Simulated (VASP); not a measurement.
Runs of VASP 6.6.1 on MgO. The structure is cubic, space group Fm-3m (No. 225). The conventional cell has a = 4.254 Å, b = 4.254 Å, c = 4.254 Å, α = 90.00°, β = 90.00°, γ = 90.00°. Within 2.8 Å of Mg (site symmetry m-3m) lie 6 O at 2.13 Å. Within 2.8 Å of O (site symmetry m-3m) lie 6 Mg at 2.13 Å. 

```csv
level,k mesh,smearing,grid for exact exchange (PRECFOCK),share of exact exchange,screening parameter,gap on the mesh (eV),pressure (GPa)
PBE,"2 × 2 × 2, shifted",fermi-dirac 0.01 eV,-,-,-,5.88,-0.8
PBE,"1 × 1 × 1, shifted",gaussian 0.01 eV,-,-,-,(a),-0.8
r2SCAN,"1 × 1 × 1, shifted",fermi-dirac 0.01 eV,-,-,-,8.03,-6.7
HSE06,"1 × 1 × 1, shifted",fermi-dirac 0.01 eV,Fast,0.25,0.2079 1/Å,(b),-6.4
```

Alike in all rows: task single point; potentials or basis VASP PAW PBE potentials, release 64 (Mg, O); no spin polarisation; cell as given; cutoff (eV) 520.

Q: Fill in the values left out.

A: (a) 7.13; (b) 8.96.

Caveats: some runs use coarse meshes; a shifted mesh leaves out Γ, where band edges can lie; the PAW data sets were made with another functional, which shifts forces and pressure a little (at least some runs).

A k mesh can miss the band edges.
